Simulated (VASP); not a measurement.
# GaSb (ref) (F-43m) in VASP: single point with r2SCAN

Aim: the single point of GaSb (ref) with r2SCAN.

All numbers are computed with VASP 6.6.1; they aren't measurements. Logs are shortened: lines on timing, memory, paths and dates and some standing lists are left out, and cuts for length are marked.

### Step 1. The cell of the first run

The structure is cubic, space group F-43m (No. 216). Conventional cell: a = 6.133 Å, b = 6.133 Å, c = 6.133 Å, α = 90.00°, β = 90.00°, γ = 90.00°. Ga (site symmetry -43m) has 4 Sb at 2.66 Å within 3.5 Å. Sb (site symmetry -43m) has 4 Ga at 2.66 Å within 3.5 Å.

### Step 2. Single point, r2SCAN

File POSCAR:

```
GaSb
1.0
    0.0000000000      3.0666963635      3.0666963635
    3.0666963635      0.0000000000      3.0666963635
    3.0666963635      3.0666963635      0.0000000000
Ga Sb
1 1
Direct
    0.0000000000      0.0000000000      0.0000000000
    0.2500000000      0.2500000000      0.2500000000
```

File INCAR.step1:

```
  PREC = Accurate
  ENCUT = 520
  ISMEAR = 0
  SIGMA = 0.02
  LREAL = False
  LASPH = True
  NELM = 80
  NBANDS = 16
  GGA = PE
  ALGO = Normal
  EDIFF = 1E-4
  LWAVE = True
  LCHARG = False
```

File INCAR.step2:

```
  PREC = Accurate
  ENCUT = 520
  EDIFF = 1E-6
  ISMEAR = 0
  SIGMA = 0.02
  LREAL = False
  LASPH = True
  NELM = 80
  ALGO = Normal
  ISIF = 2
  LWAVE = False
  LCHARG = True
  METAGGA = R2SCAN
  LMIXTAU = True
  LELF = True
  LVHAR = True
  NBANDS = 16
  ISTART = 1
```

File KPOINTS:

```
Automatic mesh
0
Gamma
  14 14 14
```

Potentials or basis: VASP PAW PBE potentials, release 64 (Ga_d, Sb).

The run is started by

```console
$ cat potpaw_PBE.64/Ga_d/POTCAR potpaw_PBE.64/Sb/POTCAR > POTCAR
$ cp INCAR.step1 INCAR
$ mpirun -np 1 vasp_std > vasp.out
$ cp INCAR.step2 INCAR
$ mpirun -np 1 vasp_std > vasp.out
```

OUTCAR:

```text
PREC = Accurate
   ENCUT = 520
   EDIFF = 1E-6
   ISMEAR = 0
   LREAL = False
   LASPH = True
   NELM = 80
   ISIF = 2
   METAGGA = R2SCAN
   ISTART = 1

 ion  position               nearest neighbor table
   1  0.000  0.000  0.000-   2 2.66   2 2.66   2 2.66   2 2.66
   2  0.250  0.250  0.250-   1 2.66   1 2.66   1 2.66   1 2.66

  LATTYP: Found a face centered cubic cell.
 ALAT       =     6.1333927270

  Lattice vectors:

 A1 = (   0.0000000000,   3.0666963635,   3.0666963635)
 A2 = (   3.0666963635,   0.0000000000,   3.0666963635)
 A3 = (   3.0666963635,   3.0666963635,   0.0000000000)

Analysis of symmetry for initial positions (statically):
=====================================================================
 Subroutine PRICEL returns:
 Original cell was already a primitive cell.

 Routine SETGRP: Setting up the symmetry group for a
 face centered cubic supercell.

 Subroutine GETGRP returns: Found 24 space group operations
 (whereof 24 operations were pure point group operations)
 out of a pool of 48 trial point group operations.

The static configuration has the point symmetry T_d .

Analysis of symmetry for dynamics (positions and initial velocities):
=====================================================================
 Subroutine PRICEL returns:
 Original cell was already a primitive cell.

 Routine SETGRP: Setting up the symmetry group for a
 face centered cubic supercell.

 Subroutine GETGRP returns: Found 24 space group operations
 (whereof 24 operations were pure point group operations)
 out of a pool of 48 trial point group operations.

The dynamic configuration has the point symmetry T_d .

 Subroutine INISYM returns: Found 24 space group operations
 (whereof 24 operations are pure point group operations),
 and found     1 'primitive' translations

----------------------------------------------------------------------------------------

                                     Primitive cell

  volume of cell :      57.6823

  direct lattice vectors                    reciprocal lattice vectors
     0.000000000  3.066696364  3.066696364    -0.163041899  0.163041899  0.163041899
     3.066696364  0.000000000  3.066696364     0.163041899 -0.163041899  0.163041899
     3.066696364  3.066696364  0.000000000     0.163041899  0.163041899 -0.163041899

  length of vectors
     4.336963589  4.336963589  4.336963589     0.282396854  0.282396854  0.282396854

  position of ions in fractional coordinates (direct lattice)
     0.000000000  0.000000000  0.000000000
     0.250000000  0.250000000  0.250000000

  ion indices of the primitive-cell ions
   primitive index   ion index
                 1           1
                 2           2

----------------------------------------------------------------------------------------

 KPOINTS: Automatic mesh

Automatic generation of k-mesh.
 Grid dimensions read from file:
 generate k-points for:   14   14   14

 Generating k-lattice:

  Cartesian coordinates                     Fractional coordinates (reciprocal lattice)
    -0.011645850  0.011645850  0.011645850     0.071428571  0.000000000  0.000000000
     0.011645850 -0.011645850  0.011645850     0.000000000  0.071428571  0.000000000
     0.011645850  0.011645850 -0.011645850     0.000000000  0.000000000  0.071428571

  Length of vectors
     0.020171204  0.020171204  0.020171204

  Shift w.r.t. Gamma in fractional coordinates (k-lattice)
     0.000000000  0.000000000  0.000000000

 Subroutine IBZKPT returns following result:
 ===========================================

 Found    104 irreducible k-points:

 Following reciprocal coordinates:
            Coordinates               Weight
  0.000000  0.000000  0.000000      1.000000
  0.071429  0.000000  0.000000      8.000000
  0.142857  0.000000  0.000000      8.000000
  0.214286  0.000000  0.000000      8.000000
  0.285714  0.000000  0.000000      8.000000
  0.357143  0.000000  0.000000      8.000000
[... 16 lines left out ...]
  0.214286  0.142857  0.000000     24.000000
  0.285714  0.142857  0.000000     24.000000
 [... further k-points ...]
   k-points           NKPTS =    104   k-points in BZ     NKDIM =    104   number of bands    NBANDS=     16
   number of dos      NEDOS =    301   number of ions     NIONS =      2
   total plane-waves  NPLWV =  32768
   dimension x,y,z NGX =    32 NGY =   32 NGZ =   32
   dimension x,y,z NGXF=    64 NGYF=   64 NGZF=   64
   ions per type =               1   1
   NGX,Y,Z   is equivalent  to a cutoff of  12.27, 12.27, 12.27 a.u.
   NGXF,Y,Z  is equivalent  to a cutoff of  24.53, 24.53, 24.53 a.u.
 SYSTEM =  unknown system
   PREC   = accura    normal or accurate (medium, high low for compatibility)
   ISTART =      1    job   : 0-new  1-cont  2-samecut
   ICHARG =      0    charge: 1-file 2-atom 10-const
   ISPIN  =      1    spin polarized calculation?
   LNONCOLLINEAR =      F non collinear calculations
   LSORBIT =      F    spin-orbit coupling
   LASPH  =      T    aspherical Exc in radial PAW
   ENCUT  =  520.0 eV  38.22 Ry    6.18 a.u.   8.06  8.06  8.06*2*pi/ulx,y,z
   NELM   =     80;   NELMIN=  2; NELMDL=  0     # of ELM steps
   EDIFF  = 0.1E-05   stopping-criterion for ELM
   LREAL  =      F    real-space projection
   EDIFFG = 0.1E-04   stopping-criterion for IOM
   NSW    =      0    number of steps for IOM
   IBRION =     -1    ionic relax: 0-MD 1-quasi-New 2-CG
   NFREE  =      0    steps in history (QN), initial steepest desc. (CG)
   ISIF   =      2    stress and relaxation
   ISYM   =      2    0-nonsym 1-usesym 2-fastsym
   POTIM  = 0.5000    time-step for ionic-motion
   TEBEG  =    0.0;   TEEND  =   0.0 temperature during run
   PSTRESS=    0.0 pullay stress
   NELECT =      18.0000    total number of electrons
   NUPDOWN=      -1.0000    fix difference up-down
   EMIN   =  10.00;   EMAX   =-10.00  energy-range for DOS
   EFERMI =   0.00;   METHOD = LEGACY
   ISMEAR =     0;   SIGMA  =   0.02  broadening in eV -4-tet -1-fermi 0-gaus
   EFERMI_NEDOS =   21; number of points for ismear=-14 and -15
   IALGO  =     38    algorithm
   IMIX   =      4    mixing-type and parameters
     AMIX     =   0.40;   BMIX     =  1.00
     AMIX_MAG =   1.60;   BMIX_MAG =  1.00
  volume/ion in A,a.u.               =      28.84       194.63
  Fermi-wavevector in a.u.,A,eV,Ry     =   1.110414  2.098378 16.776242  1.233019
  Thomas-Fermi vector in A             =   2.246965
   LORBIT       =      0    0 simple, 1 ext, 2 COOP (PROOUT), +10 PAW based schemes
   METAGGA = R2SCAN    functional components
   LHFCALC =     F    Hartree Fock is set to
   AEXX    =    0.0000 exact exchange contribution
   IVDW    =     0    specifies the selected vdW correction
   LEPSILON=     F    determine dielectric tensor
   LRPA    =     F    only Hartree local field effects (RPA)
 non-spin polarized calculation
 Gauss-broadening in eV      SIGMA  =   0.02
  energy-cutoff  :      520.00
  volume of cell :       57.68
 maximum number of plane-waves:      1588
   NGX = 17   NGY = 17   NGZ = 17

 number of electron      17.9999989 magnetization

 Free energy of the ion-electron system (eV)
  ---------------------------------------------------
  ext. energy  EPLUGINS =         0.00000000
  ---------------------------------------------------
  free energy    TOTEN  =       -37.60640241 eV

  energy without entropy =      -37.60640241  energy(sigma->0) =      -37.60640241

 E-fermi :   4.7363     XC(G=0):  -9.6872

 val. band max:        4.6063146825   @ k =   0.0000   0.0000   0.0000
 cond. band min:       4.9985374005   @ k =   0.0000   0.0000   0.0000
 fundamental gap:      0.3922227180
 Fermi energy:         4.7363395542

 k-point     1 :       0.0000    0.0000    0.0000
  band No.  band energies     occupation
      1     -10.8734      2.00000
      2     -10.8734      2.00000
      3     -10.8733      2.00000
      4     -10.8174      2.00000
      5     -10.8174      2.00000
      6      -7.2714      2.00000
[... 8 lines left out ...]
     15      13.6131      0.00000
     16      13.6131      0.00000

 k-point     2 :       0.0714    0.0000    0.0000
  band No.  band energies     occupation
      1     -10.8748      2.00000
      2     -10.8727      2.00000
      3     -10.8727      2.00000
      4     -10.8175      2.00000
      5     -10.8175      2.00000
      6      -7.2164      2.00000
[... 8 lines left out ...]
     15      13.2159      0.00000
     16      13.2159      0.00000

 k-point     3 :       0.1429    0.0000    0.0000
  band No.  band energies     occupation
      1     -10.8790      2.00000
      2     -10.8709      2.00000
      3     -10.8709      2.00000
      4     -10.8177      2.00000
      5     -10.8177      2.00000
      6      -7.0535      2.00000
[... 8 lines left out ...]
     15      12.7470      0.00000
     16      12.7470      0.00000

 k-point     4 :       0.2143    0.0000    0.0000
  band No.  band energies     occupation
      1     -10.8849      2.00000
      2     -10.8684      2.00000
      3     -10.8684      2.00000
      4     -10.8178      2.00000
      5     -10.8178      2.00000
      6      -6.7909      2.00000
[... 8 lines left out ...]
     15      12.5693      0.00000
     16      12.5693      0.00000
[... 324 lines left out ...]
 k-point    22 :       0.1429    0.1429    0.0000
  band No.  band energies     occupation
      1     -10.8834      2.00000
      2     -10.8686      2.00000
      3     -10.8685      2.00000
      4     -10.8193      2.00000
      5     -10.8166      2.00000
      6      -6.9795      2.00000
[... 8 lines left out ...]
     15      12.3114      0.00000
     16      13.8894      0.00000

 k-point    23 :       0.2143    0.1429    0.0000
  band No.  band energies     occupation
      1     -10.8883      2.00000
      2     -10.8663      2.00000
      3     -10.8660      2.00000
      4     -10.8202      2.00000
      5     -10.8163      2.00000
      6      -6.7839      2.00000
[... 8 lines left out ...]
     15      12.9947      0.00000
     16      13.8202      0.00000

 k-point    24 :       0.2857    0.1429    0.0000
  band No.  band energies     occupation
      1     -10.8936      2.00000
      2     -10.8642      2.00000
      3     -10.8633      2.00000
      4     -10.8208      2.00000
      5     -10.8160      2.00000
      6      -6.4946      2.00000
[... 8 lines left out ...]
     15      13.5124      0.00000
     16      13.8575      0.00000

 [... further k-points ...]

------------------------ aborting loop because EDIFF is reached ----------------------------------------

  FORCE on cell =-STRESS in cart. coord.  units (eV):
  Direction    XX          YY          ZZ          XY          YZ          ZX
  --------------------------------------------------------------------------------------
  -------------------------------------------------------------------------------------
  Total        0.0259397      0.0259397      0.0259397      0.0000000      0.0000000      0.0000000
  in kB        0.7204973      0.7204973      0.7204973      0.0000000      0.0000000      0.0000000
  external PRESSURE =       0.7204973 kB  Pullay stress =       0.0000000 kB

 VOLUME and BASIS-vectors are now :
 -----------------------------------------------------------------------------
  energy-cutoff  :      520.00
  volume of cell :       57.68
      direct lattice vectors                 reciprocal lattice vectors
     0.000000000  3.066696364  3.066696364    -0.163041899  0.163041899  0.163041899
     3.066696364  0.000000000  3.066696364     0.163041899 -0.163041899  0.163041899
     3.066696364  3.066696364  0.000000000     0.163041899  0.163041899 -0.163041899

 POSITION                                       TOTAL-FORCE (eV/Angst)
 -----------------------------------------------------------------------------------
      0.00000      0.00000      0.00000        -0.000000     -0.000000     -0.000000
      1.53335      1.53335      1.53335         0.000000      0.000000      0.000000
 -----------------------------------------------------------------------------------
    total drift:                               -0.000002     -0.000002     -0.000002

  FREE ENERGIE OF THE ION-ELECTRON SYSTEM (eV)
  ---------------------------------------------------
  free  energy   TOTEN  =       -37.6064024111 eV

  energy  without entropy=      -37.6064024111  energy(sigma->0) =      -37.60640241
```

It used 490 s of CPU time on 1 thread of AMD EPYC 7R13 Processor (Zen 3), on a shared host.

Results:

- Free energy: -37.6064 eV
- Pressure: 0.1 GPa
- Band gap on the k mesh: 0.39 eV, direct

Caveat: the PAW data sets were made with another functional, which shifts forces and pressure a little; spin-orbit coupling is left out, which moves the levels of the heavy elements.
